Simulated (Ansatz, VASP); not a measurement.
AlN in VASP and in Ansatz

```
CELL_PARAMETERS angstrom
3.09860 0.00000 0.00000
-1.54930 2.68347 0.00000
0.00000 0.00000 5.61900
ATOMIC_POSITIONS crystal
Al 0.33333 0.66667 0.00173
Al 0.66667 0.33333 0.50173
N 0.33333 0.66667 0.38327
N 0.66667 0.33333 0.88327
```

Alike in both runs: task relaxation of the atoms; functional PBE; k mesh 9 × 9 × 6; occupations gaussian, width 0.05 eV; no spin polarisation.

|  | VASP | Ansatz |
| --- | --- | --- |
| version | VASP 6.6.1 | Ansatz 0.2.0 |
| potentials or method | VASP PAW PBE potentials, release 64 (Al, N), cutoff 520 eV | scalar-relativistic, plane waves, PAW |
| valence electrons in the cell | 16 | 16 |

|  | VASP | Ansatz | Ansatz less VASP |
| --- | --- | --- | --- |
| gap on the k mesh at the Fermi level, each at its own relaxed structure (eV) | 2.76 | 2.76 | -0.001 |

Ansatz's warnings: stress scf threshold loose.
